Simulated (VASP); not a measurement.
Wanted: the native input for a VASP 6.6.1 run.

```yaml
Task: single point
Functional: PBE-based screened hybrid with 5 % exact exchange
Potentials_or_basis: VASP PAW PBE potentials, release 64 (Cd, S)
Cutoff: 520 eV
k_mesh: 4 × 4 × 3
Occupations: fermi-dirac, width 0.05 eV
Spin: no spin polarisation
Dipole_correction: no
Grid_for_exact_exchange_PRECFOCK: Normal
Share_of_exact_exchange: 0.05
Further_INCAR_settings: ALGO = Normal; EDIFF = 1e-07; NBANDS = 22
Screening_parameter: 0.2 1/Å
```

The system is Cd2S.

```xyz
3
Lattice="3.9627 0.0000 0.0000 -1.9813 3.4318 0.0000 0.0000 0.0000 5.8092" Properties=species:S:1:pos:R:3 pbc="T T T"
Cd    0.0000    2.2878    5.4183
Cd    1.9813    1.1439    3.3620
S     0.0000    2.2878    2.1245
```

One way to write it, as run:

POSCAR

```
Cd2S
1.0
    3.9626700490      0.0000000000      0.0000000000
   -1.9813350245      3.4317729293      0.0000000000
    0.0000000000      0.0000000000      5.8091920000
Cd S
2 1
Direct
    0.3333333333      0.6666666667      0.9327170000
    0.6666666667      0.3333333333      0.5787350000
    0.3333333333      0.6666666667      0.3657050000
```

INCAR.step1

```
SYSTEM = Cd2S
PREC = Accurate ; ENCUT = 520
EDIFF = 1E-5 ; ISMEAR = -1
SIGMA = 0.05 ; LREAL = .False.
LASPH = .True. ; NELM = 60
ALGO = Normal ; ISIF = 2
LWAVE = .True. ; NBANDS = 22
GGA = PE
```

INCAR.step2

```
SYSTEM = Cd2S
PREC = Accurate ; ENCUT = 520
EDIFF = 1E-7 ; ISMEAR = -1
SIGMA = 0.05 ; LREAL = .False.
LASPH = .True. ; NELM = 60
ALGO = Normal ; ISIF = 2
LWAVE = .False. ; LCHARG = .True.
GGA = PE ; LHFCALC = .True.
AEXX = 0.05 ; HFSCREEN = 0.2
PRECFOCK = Normal ; LELF = .True.
LVHAR = .True. ; NBANDS = 22
ISTART = 1
```

KPOINTS

```
Automatic mesh
0
Gamma
  4 4 3
  0 0 0
```

Potentials or basis: VASP PAW PBE potentials, release 64 (Cd, S).

The run is started by

```sh
$ cat potpaw_PBE.64/Cd/POTCAR potpaw_PBE.64/S/POTCAR > POTCAR
$ cp INCAR.step1 INCAR
$ mpirun -np 1 vasp_std > vasp.out
$ cp INCAR.step2 INCAR
$ mpirun -np 1 vasp_std > vasp.out
```

It gave:

```json
{
  "Pressure": "-0.3 GPa",
  "Largest force": "0.071 eV/Å",
  "Band gap on the k mesh": "0.96 eV (least direct gap 1.55 eV)"
}
```

Caveat: the k points lie up to 0.46 Å⁻¹ apart; the PAW data sets were made with another functional, which shifts forces and pressure a little.

It took 42 min on 1 thread of Oxide Virtual Turin-like Processor, on a shared host, peak memory 0.29 GiB.
